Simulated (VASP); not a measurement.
A run of VASP 6.6.1:

The input POSCAR:

```
Na
1.0
   -2.0842926656      2.0842926656      2.0842926656
    2.0842926656     -2.0842926656      2.0842926656
    2.0842926656      2.0842926656     -2.0842926656
Na
1
Direct
    0.0000000000      0.0000000000      0.0000000000
```

Contents of INCAR.step1:

```
SYSTEM = Na
ALGO = Normal
EDIFF = 1E-5
ENCUT = 550
GGA = PE
GGA_COMPAT = .False.
ISMEAR = 1
LASPH = .True.
LCHARG = .False.
LREAL = .False.
LWAVE = .True.
NBANDS = 10
NELM = 120
PREC = Accurate
SIGMA = 0.05
```

The input INCAR.step2:

```
SYSTEM = Na
ALGO = Normal
EDIFF = 1E-6
ENCUT = 550
GGA_COMPAT = .False.
ISIF = 2
ISMEAR = 1
ISTART = 1
LASPH = .True.
LCHARG = .False.
LMIXTAU = .True.
LREAL = .False.
LWAVE = .False.
METAGGA = R2SCAN
NBANDS = 10
NELM = 120
PREC = Accurate
SIGMA = 0.05
```

The input KPOINTS:

```
k-points
0
Gamma
  10 10 10
  0 0 0
```

Potentials or basis: VASP PAW PBE potentials, release 64 (Na_pv).

Run with:

```bash
$ cat potpaw_PBE.64/Na_pv/POTCAR > POTCAR
$ cp INCAR.step1 INCAR
$ mpirun -np 1 vasp_std > vasp.out
$ cp INCAR.step2 INCAR
$ mpirun -np 1 vasp_std > vasp.out
```

Hardware: 1 thread of Intel(R) Xeon(R) 6975P-C (Granite Rapids) (shared host).

Task: Estimate the wall time of this run.

Result: Wall time 25 s on 1 thread of Intel(R) Xeon(R) 6975P-C (Granite Rapids), on a shared host, peak memory 0.16 GiB. Counts: k points 47.
